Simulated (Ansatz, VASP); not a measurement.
## CdS in VASP and in Ansatz

```
Cd S
1.0
     0.00000    2.87825    2.87825
     2.87825    0.00000    2.87825
     2.87825    2.87825    0.00000
Cd S
1 1
Direct
  0.00000 0.00000 0.00000
  0.25000 0.25000 0.25000
```

Alike in both runs: task single point; functional LDA; k mesh 8 × 8 × 8; occupations gaussian, width 0.02 eV; no spin polarisation.

```csv
,VASP,Ansatz
version,VASP 6.6.1,Ansatz 0.2.0
potentials or method,"VASP PAW LDA potentials, release 64 (Cd, S), cutoff 500 eV","scalar-relativistic, plane waves, PAW"
valence electrons in the cell,18,26
```

```csv
,VASP,Ansatz,Ansatz less VASP
gap on the k mesh at the Fermi level (eV),0.98,0.95,-0.030
least direct gap on the mesh (eV),0.98,0.95,-0.030
pressure (GPa),0.6,0.0,-0.54
```

Ansatz warns that its potentials were made for another functional, while VASP's fit it. LDA's correlation is that of Perdew and Zunger in VASP and of Perdew and Wang (1992) in Ansatz. VASP's potentials hold 18 valence electrons a cell and Ansatz's 26, so a difference there can come from the potentials and not from the codes.
